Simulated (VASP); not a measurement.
Input of a VASP 6.6.1 run:

Contents of INCAR:

```
SYSTEM = Rh
PREC = Accurate ; ENCUT = 520
EDIFF = 1E-6 ; ISMEAR = -1
SIGMA = 0.1 ; LREAL = .False.
LASPH = .True. ; NELM = 100
ALGO = Normal ; ISIF = 2
LWAVE = .False. ; LCHARG = .False.
GGA = PS ; NBANDS = 14
```

The input KPOINTS:

```
Automatic mesh
0
Gamma
  21 21 21
  0 0 0
```

The input POSCAR:

```
Rh
1.0
    0.0000000000      1.5970975423      1.5970975423
    1.5970975423      0.0000000000      1.5970975423
    1.5970975423      1.5970975423      0.0000000000
Rh
1
Direct
    0.0000000000      0.0000000000      0.0000000000
```

Potentials or basis: VASP PAW PBE potentials, release 64 (Rh_pv).

Launch:

```bash
$ cat potpaw_PBE.64/Rh_pv/POTCAR > POTCAR
$ mpirun -np 1 vasp_std > vasp.out
```

Task: Predict the pressure.

Result: 516.3 GPa.

Caveat: the PAW data sets were made with another functional, which shifts forces and pressure a little.
